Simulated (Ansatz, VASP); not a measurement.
# AgPbCl4: VASP beside Ansatz

INCAR

```
SYSTEM = AgPbCl4
  PREC = Accurate
  ENCUT = 600
  EDIFF = 1E-6
  ISMEAR = 0
  SIGMA = 0.1
  LREAL = .FALSE.
  LASPH = .TRUE.
  NELM = 100
  ALGO = Normal
  ISIF = 3
  LWAVE = .FALSE.
  LCHARG = .FALSE.
  GGA = PE
  IBRION = 2
  NSW = 90
  EDIFFG = -0.04
```

Contents of KPOINTS:

```
regular mesh
0
G
  4 4 4
  0 0 0
```

POSCAR

```
AgPbCl4
1.0
    4.5839469300      0.0000000000      0.0000000000
    0.0000000000      4.5839469300      0.0000000000
    0.0000000000      0.0000000000      6.4826799200
Ag Pb Cl
1 1 4
Direct
    0.0000000000      0.0000000000      0.0000000000
    0.5000000000      0.5000000000      0.5000000000
    0.5000000000      0.0000000000      0.2500000000
    0.0000000000      0.5000000000      0.7500000000
    0.5000000000      0.0000000000      0.7500000000
    0.0000000000      0.5000000000      0.2500000000
```

Input for Ansatz:

```yaml
crystal:
  lattice:
    - [4.58394693, 0.0, 0.0]
    - [0.0, 4.58394693, 0.0]
    - [0.0, 0.0, 6.48267992]
  atoms:
    - { symbol: Ag, position: [0.0, 0.0, 0.0] }
    - { symbol: Pb, position: [0.5, 0.5, 0.5] }
    - { symbol: Cl, position: [0.5, 0.0, 0.25] }
    - { symbol: Cl, position: [0.0, 0.5, 0.75] }
    - { symbol: Cl, position: [0.5, 0.0, 0.75] }
    - { symbol: Cl, position: [0.0, 0.5, 0.25] }
basis:
  ecutwfc: 420
kpoints:
  mp_grid: { grid: [4, 4, 4] }
hamiltonian:
  xc: pbe
scf:
  occupations: { method: gaussian, width: 0.1 }
  lower_state_search: "off"
output:
  forces: true
  stress: true
  eigenvalues: true
relax:
  adjacent_minimum: "off"
  f_tol: 0.04
  max_steps: 70
  cell: { stress_tol: 0.4 }
```

Alike in both runs: task relaxation of cell and atoms; functional PBE; k mesh 4 × 4 × 4; occupations gaussian, width 0.1 eV; no spin polarisation.

|  | VASP | Ansatz |
| --- | --- | --- |
| version | VASP 6.6.1 | Ansatz 0.2.0 |
| potentials or method | VASP PAW PBE potentials, release 64 (Ag, Pb_d, Cl), cutoff 600 eV | scalar-relativistic, plane waves, PAW |
| valence electrons in the cell | 53 | 61 |

```csv
,VASP,Ansatz,Ansatz less VASP
"gap on the k mesh at the Fermi level, each at its own relaxed structure (eV)",none,none,-
relaxed volume (Å³/atom),26.28,26.22,-0.062
relaxed length of the cell vector where the two differ most in proportion (Å),6.905,6.871,-0.0335
```

A gap of «none» marks a metal or a gap that the smearing closes. VASP's potentials hold 53 valence electrons a cell and Ansatz's 61, so a difference there can come from the potentials and not from the codes.

Spin-orbit coupling is off throughout. Noted on VASP's run: the volume moved by over 15 % at a fixed basis, so the end points are rough.
